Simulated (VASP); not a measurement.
# GaN (P6_3mc) in VASP: relaxation of cell and atoms with PBEsol

Aim: the relaxation of cell and atoms of GaN with PBEsol.

Everything below comes from runs of VASP 6.6.1. Logs are shortened: lines on timing, memory, paths and dates and some standing lists are left out, and cuts for length are marked.

### Step 1. The cell of the first run

Symmetry: P6_3mc, No. 186, hexagonal system. The conventional cell has a = 3.183 Å, b = 3.183 Å, c = 10.372 Å, α = 90.00°, β = 90.00°, γ = 120.00°. Ga (site symmetry 3m) has 4 N at 1.94 to 1.95 Å within 2.6 Å. Ga (site symmetry 3m) has 4 N at 1.94 to 1.95 Å within 2.6 Å. Within 2.6 Å of N (site symmetry 3m) lie 4 Ga at 1.94 to 1.95 Å. Within 2.6 Å of N (site symmetry 3m) lie 4 Ga at 1.94 to 1.95 Å.

### Step 2. Relaxation of cell and atoms, PBEsol

Input file INCAR:

```
SYSTEM = GaN
PREC = Accurate
ENCUT = 600
EDIFF = 1E-7
ISMEAR = 0
SIGMA = 0.02
LREAL = .FALSE.
LASPH = .TRUE.
NELM = 100
ALGO = Normal
ISIF = 3
LWAVE = .FALSE.
LCHARG = .FALSE.
GGA = PS
IBRION = 2
NSW = 65
EDIFFG = -0.01
```

Input file KPOINTS:

```
regular mesh
0
G
  12 12 3
  0 0 0
```

Input file POSCAR:

```
GaN
1.0
    3.1826870481      0.0000000000      0.0000000000
   -1.5913435241      2.7562878360      0.0000000000
    0.0000000000      0.0000000000     10.3715993331
Ga N
4 4
Direct
    0.0000000000      0.0000000000      0.0000000000
    0.3333333333      0.6666666667      0.2500000000
    0.6666666667      0.3333333333      0.5000000000
    0.3333333333      0.6666666667      0.7500000000
    0.0000000000      0.0000000000      0.1875000000
    0.3333333333      0.6666666667      0.4375000000
    0.6666666667      0.3333333333      0.6875000000
    0.3333333333      0.6666666667      0.9375000000
```

Potentials or basis: VASP PAW PBE potentials, release 64 (Ga_d, N).

The run is started by

```sh
$ cat potpaw_PBE.64/Ga_d/POTCAR potpaw_PBE.64/N/POTCAR > POTCAR
$ mpirun -np 1 vasp_std > vasp.out
```

OUTCAR:

```text
SYSTEM = GaN
   PREC = Accurate
   ENCUT = 600
   EDIFF = 1E-7
   ISMEAR = 0
   LREAL = .FALSE.
   LASPH = .TRUE.
   NELM = 100
   ISIF = 3
   GGA = PS
   IBRION = 2
   NSW = 65
   EDIFFG = -0.01

 ion  position               nearest neighbor table
   1  0.000  0.000  0.000-   5 1.94   8 1.95   8 1.95   8 1.95
   2  0.333  0.667  0.250-   6 1.94   5 1.95   5 1.95   5 1.95
   3  0.667  0.333  0.500-   7 1.94   6 1.95   6 1.95   6 1.95
   4  0.333  0.667  0.750-   8 1.94   7 1.95   7 1.95   7 1.95
   5  0.000  0.000  0.188-   1 1.94   2 1.95   2 1.95   2 1.95
   6  0.333  0.667  0.438-   2 1.94   3 1.95   3 1.95   3 1.95
   7  0.667  0.333  0.688-   3 1.94   4 1.95   4 1.95   4 1.95
   8  0.333  0.667  0.938-   4 1.94   1 1.95   1 1.95   1 1.95

  LATTYP: Found a hexagonal cell.
 ALAT       =     3.1826870481
 C/A-ratio  =     3.2587556289

  Lattice vectors:

 A1 = (   3.1826870481,   0.0000000000,   0.0000000000)
 A2 = (  -1.5913435241,   2.7562878360,   0.0000000000)
 A3 = (   0.0000000000,   0.0000000000,  10.3715993331)

Analysis of symmetry for initial positions (statically):
=====================================================================
 Subroutine PRICEL returns:
 Original cell was already a primitive cell.

 Routine SETGRP: Setting up the symmetry group for a
 hexagonal supercell.

 Subroutine GETGRP returns: Found 12 space group operations
 (whereof  6 operations were pure point group operations)
 out of a pool of 24 trial point group operations.

The static configuration has the point symmetry C_3v.
 The point group associated with its full space group is C_6v.

Analysis of symmetry for dynamics (positions and initial velocities):
=====================================================================
 Subroutine PRICEL returns:
 Original cell was already a primitive cell.

 Routine SETGRP: Setting up the symmetry group for a
 hexagonal supercell.

 Subroutine GETGRP returns: Found 12 space group operations
 (whereof  6 operations were pure point group operations)
 out of a pool of 24 trial point group operations.

The dynamic configuration has the point symmetry C_3v.
 The point group associated with its full space group is C_6v.

 Subroutine INISYM returns: Found 12 space group operations
 (whereof  6 operations are pure point group operations),
 and found     1 'primitive' translations

----------------------------------------------------------------------------------------

                                     Primitive cell

  volume of cell :      90.9838

  direct lattice vectors                    reciprocal lattice vectors
     3.182687048  0.000000000  0.000000000     0.314199915  0.181403406  0.000000000
    -1.591343524  2.756287836  0.000000000     0.000000000  0.362806811  0.000000000
     0.000000000  0.000000000 10.371599333     0.000000000  0.000000000  0.096417145

  length of vectors
     3.182687048  3.182687048 10.371599333     0.362806811  0.362806811  0.096417145

  position of ions in fractional coordinates (direct lattice)
     0.000000000  0.000000000  0.000000000
     0.333333333  0.666666667  0.250000000
     0.666666667  0.333333333  0.500000000
     0.333333333  0.666666667  0.750000000
     0.000000000  0.000000000  0.187500000
     0.333333333  0.666666667  0.437500000
     0.666666667  0.333333333  0.687500000
     0.333333333  0.666666667  0.937500000

  ion indices of the primitive-cell ions
   primitive index   ion index
                 1           1
                 2           2
                 3           3
                 4           4
                 5           5
                 6           6
                 7           7
                 8           8

----------------------------------------------------------------------------------------

 KPOINTS: regular mesh

Automatic generation of k-mesh.
 Grid dimensions read from file:
 generate k-points for:   12   12    3

 Generating k-lattice:

  Cartesian coordinates                     Fractional coordinates (reciprocal lattice)
     0.026183326  0.015116950  0.000000000     0.083333333  0.000000000  0.000000000
     0.000000000  0.030233901  0.000000000     0.000000000  0.083333333  0.000000000
     0.000000000  0.000000000  0.032139048     0.000000000  0.000000000  0.333333333

  Length of vectors
     0.030233901  0.030233901  0.032139048

  Shift w.r.t. Gamma in fractional coordinates (k-lattice)
     0.000000000  0.000000000  0.000000000

 Subroutine IBZKPT returns following result:
 ===========================================

 Found     38 irreducible k-points:

 Following reciprocal coordinates:
            Coordinates               Weight
  0.000000  0.000000  0.000000      1.000000
  0.083333  0.000000  0.000000      6.000000
  0.166667  0.000000  0.000000      6.000000
  0.250000  0.000000  0.000000      6.000000
  0.333333  0.000000  0.000000      6.000000
  0.416667  0.000000  0.000000      6.000000
[... 16 lines left out ...]
  0.250000  0.000000  0.333333     12.000000
  0.333333  0.000000  0.333333     12.000000
 [... further k-points ...]
   k-points           NKPTS =     38   k-points in BZ     NKDIM =     38   number of bands    NBANDS=     43
   number of dos      NEDOS =    301   number of ions     NIONS =      8
   total plane-waves  NPLWV =  65856
   dimension x,y,z NGX =    28 NGY =   28 NGZ =   84
   dimension x,y,z NGXF=    56 NGYF=   56 NGZF=  168
   ions per type =               4   4
   NGX,Y,Z   is equivalent  to a cutoff of  14.63, 14.63, 13.46 a.u.
   NGXF,Y,Z  is equivalent  to a cutoff of  29.25, 29.25, 26.93 a.u.
 SYSTEM =  GaN
   PREC   = accura    normal or accurate (medium, high low for compatibility)
   ISTART =      0    job   : 0-new  1-cont  2-samecut
   ICHARG =      2    charge: 1-file 2-atom 10-const
   ISPIN  =      1    spin polarized calculation?
   LNONCOLLINEAR =      F non collinear calculations
   LSORBIT =      F    spin-orbit coupling
   LASPH  =      T    aspherical Exc in radial PAW
   ENCUT  =  600.0 eV  44.10 Ry    6.64 a.u.   6.36  6.36 20.71*2*pi/ulx,y,z
   NELM   =    100;   NELMIN=  2; NELMDL= -5     # of ELM steps
   EDIFF  = 0.1E-06   stopping-criterion for ELM
   LREAL  =      F    real-space projection
   EDIFFG = -.1E-01   stopping-criterion for IOM
   NSW    =     65    number of steps for IOM
   IBRION =      2    ionic relax: 0-MD 1-quasi-New 2-CG
   NFREE  =      1    steps in history (QN), initial steepest desc. (CG)
   ISIF   =      3    stress and relaxation
   ISYM   =      2    0-nonsym 1-usesym 2-fastsym
   POTIM  = 0.5000    time-step for ionic-motion
   TEBEG  =    0.0;   TEEND  =   0.0 temperature during run
   PSTRESS=    0.0 pullay stress
   NELECT =      72.0000    total number of electrons
   NUPDOWN=      -1.0000    fix difference up-down
   EMIN   =  10.00;   EMAX   =-10.00  energy-range for DOS
   EFERMI =   0.00;   METHOD = LEGACY
   ISMEAR =     0;   SIGMA  =   0.02  broadening in eV -4-tet -1-fermi 0-gaus
   EFERMI_NEDOS =   21; number of points for ismear=-14 and -15
   IALGO  =     38    algorithm
   IMIX   =      4    mixing-type and parameters
     AMIX     =   0.40;   BMIX     =  1.00
     AMIX_MAG =   1.60;   BMIX_MAG =  1.00
  volume/ion in A,a.u.               =      11.37        76.75
  Fermi-wavevector in a.u.,A,eV,Ry     =   1.514250  2.861518 31.197521  2.292953
  Thomas-Fermi vector in A             =   2.623933
   LORBIT       =      0    0 simple, 1 ext, 2 COOP (PROOUT), +10 PAW based schemes
   GGA     = PS    functional components
   LHFCALC =     F    Hartree Fock is set to
   AEXX    =    0.0000 exact exchange contribution
   IVDW    =     0    specifies the selected vdW correction
   LEPSILON=     F    determine dielectric tensor
   LRPA    =     F    only Hartree local field effects (RPA)
 conjugate gradient relaxation of ions
 non-spin polarized calculation
 Gauss-broadening in eV      SIGMA  =   0.02
  energy-cutoff  :      600.00
  volume of cell :       90.98
 maximum number of plane-waves:      3061
 NGX is ok and might be reduce to    28
   NGX = 13   NGY = 13   NGZ = 41

--------------------------------------- Ionic step        1  -------------------------------------------

 number of electron      71.9999985 magnetization

 Free energy of the ion-electron system (eV)
  ---------------------------------------------------
  ext. energy  EPLUGINS =         0.00000000
  ---------------------------------------------------
  free energy    TOTEN  =       -52.52256276 eV

  energy without entropy =      -52.52256276  energy(sigma->0) =      -52.52256276

------------------------ aborting loop because EDIFF is reached ----------------------------------------

  FORCE on cell =-STRESS in cart. coord.  units (eV):
  Direction    XX          YY          ZZ          XY          YZ          ZX
  --------------------------------------------------------------------------------------
  -------------------------------------------------------------------------------------
  Total       -0.3856098     -0.3856098      0.1139812      0.0000000      0.0000000      0.0000000
  in kB       -6.7903851     -6.7903851      2.0071486      0.0000000      0.0000000      0.0000000
  external PRESSURE =      -3.8578739 kB  Pullay stress =       0.0000000 kB
[... 153 lines left out ...]
  energy  without entropy=      -52.5235665397  energy(sigma->0) =      -52.52356654

--------------------------------------- Ionic step        5  -------------------------------------------

 number of electron      71.9999985 magnetization

 Free energy of the ion-electron system (eV)
  ---------------------------------------------------
  ext. energy  EPLUGINS =         0.00000000
  ---------------------------------------------------
  free energy    TOTEN  =       -52.52359323 eV

  energy without entropy =      -52.52359323  energy(sigma->0) =      -52.52359323

 E-fermi :   5.3974     XC(G=0): -11.9429

 val. band max:        5.2482423062   @ k =   0.0000   0.0000   0.0000
 cond. band min:       7.0649788653   @ k =   0.0000   0.0000   0.0000
 fundamental gap:      1.8167365590
 Fermi energy:         5.3973872983

 k-point     1 :       0.0000    0.0000    0.0000
  band No.  band energies     occupation
      1     -10.7718      2.00000
      2     -10.1975      2.00000
      3     -10.1846      2.00000
      4      -9.7991      2.00000
      5      -8.1619      2.00000
      6      -8.1545      2.00000
[... 1093 lines left out ...]
     42      12.5804      0.00000
     43      13.2733      0.00000

 [... further k-points ...]
[... 5 lines left out ...]
  --------------------------------------------------------------------------------------
  -------------------------------------------------------------------------------------
  Total        0.0073542      0.0073542     -0.0301068     -0.0000000      0.0000000      0.0000000
  in kB        0.1297680      0.1297680     -0.5312484     -0.0000000      0.0000000      0.0000000
  external PRESSURE =      -0.0905708 kB  Pullay stress =       0.0000000 kB
[... 23 lines left out ...]
  FREE ENERGIE OF THE ION-ELECTRON SYSTEM (eV)
  ---------------------------------------------------
  free  energy   TOTEN  =       -52.5235932296 eV

  energy  without entropy=      -52.5235932296  energy(sigma->0) =      -52.52359323

 reached required accuracy - stopping structural energy minimisation
```

It took 9.4 min on 1 thread of Oxide Virtual Turin-like, shared host; peak memory 0.31 GiB.

What came out:

- Free energy: -52.5236 eV
- Relaxed volume: 11.35 Å³/atom
- Relaxed cell: a = 3.179 Å, b = 3.179 Å, c = 10.375 Å, α = 90.00°, β = 90.00°, γ = 120.00°
- Space group after relaxing (to 0.1 Å): P6_3mc (No. 186)
- Energy gained by relaxing: 0.1 meV/atom
- Ionic steps: 5
- Pressure after relaxing: 0.0 GPa
- Largest force after relaxing: 0.004 eV/Å
- Band gap on the k mesh: 1.82 eV

Forces on the atoms (eV/Å):
```
Ga   0.000  0.000 -0.004
Ga   0.000  0.000  0.003
Ga   0.000  0.000 -0.004
Ga   0.000  0.000  0.003
N    0.000  0.000  0.000
N    0.000  0.000  0.000
N    0.000  0.000  0.000
N    0.000  0.000  0.000
```

The path:
| step | energy change (eV) | largest force (eV/Å) | pressure (GPa) | volume (Å³) |
| --- | --- | --- | --- | --- |
| 1 | 0.0000 | 0.0971 | -0.39 | 90.98 |
| 2 | -0.0004 | 0.0509 | 0.36 | 90.62 |
| 3 | -0.0010 | 0.0134 | 0.01 | 90.78 |
| 4 | -0.0010 | 0.0117 | 0.04 | 90.78 |
| 5 | -0.0010 | 0.0036 | -0.01 | 90.80 |

Final structure:
```yaml
crystal:
  lattice:
    - [3.17899, 0.00000, 0.00000]
    - [-1.58950, 2.75309, 0.00000]
    - [0.00000, 0.00000, 10.37451]
  atoms:
    - { symbol: Ga, position: [0.00000, 0.00000, 0.99996] }
    - { symbol: Ga, position: [0.33333, 0.66667, 0.24967] }
    - { symbol: Ga, position: [0.66667, 0.33333, 0.49996] }
    - { symbol: Ga, position: [0.33333, 0.66667, 0.74967] }
    - { symbol: N, position: [0.00000, 0.00000, 0.18776] }
    - { symbol: N, position: [0.33333, 0.66667, 0.43760] }
    - { symbol: N, position: [0.66667, 0.33333, 0.68776] }
    - { symbol: N, position: [0.33333, 0.66667, 0.93760] }
```

Levels at points of the mesh, in eV from the valence-band top:
| k point | band 33 | band 34 | band 35 | band 36 | band 37 | band 38 | band 39 | band 40 |
| --- | --- | --- | --- | --- | --- | --- | --- | --- |
| (0.00, 0.00, 0.00) | -0.52 | -0.03 | 0.00 | 0.00 | 1.82 | 3.99 | 4.31 | 4.42 |
| (0.50, 0.00, 0.00) | -1.96 | -1.90 | -1.31 | -1.00 | 3.67 | 3.98 | 5.29 | 5.67 |

Caveat: the PAW data sets were made with another functional, which shifts forces and pressure a little.
